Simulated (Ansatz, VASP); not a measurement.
Two plane-wave programs on BeAu3

```
Be Au
1.0
     4.06450    0.00000    0.00000
     0.00000    4.06450    0.00000
     0.00000    0.00000    4.06450
Be Au
1 3
Cartesian
  0.0000 0.0000 0.0000
  0.0000 2.0322 2.0322
  2.0322 0.0000 2.0322
  2.0322 2.0322 0.0000
```

Alike in both runs: task single point; functional r2SCAN; k mesh 6 × 6 × 6; occupations gaussian, width 0.15 eV; no spin polarisation.

|  | VASP | Ansatz |
| --- | --- | --- |
| version | VASP 6.6.1 | Ansatz 0.2.0 |
| potentials or method | VASP PAW PBE potentials, release 64 (Be, Au), cutoff 520 eV | plane waves, PAW |
| valence electrons in the cell | 35 | 59 |

Ansatz gave:

* pressure (GPa): -9.0

Question: What did VASP give for the same quantities?

Answer: Pressure (GPa): -8.9.

VASP's potentials were made for PBE, not for r2SCAN. VASP's potentials hold 35 valence electrons a cell and Ansatz's 59, so a difference there can come from the potentials and not from the codes.

Neither program's run includes spin-orbit coupling.
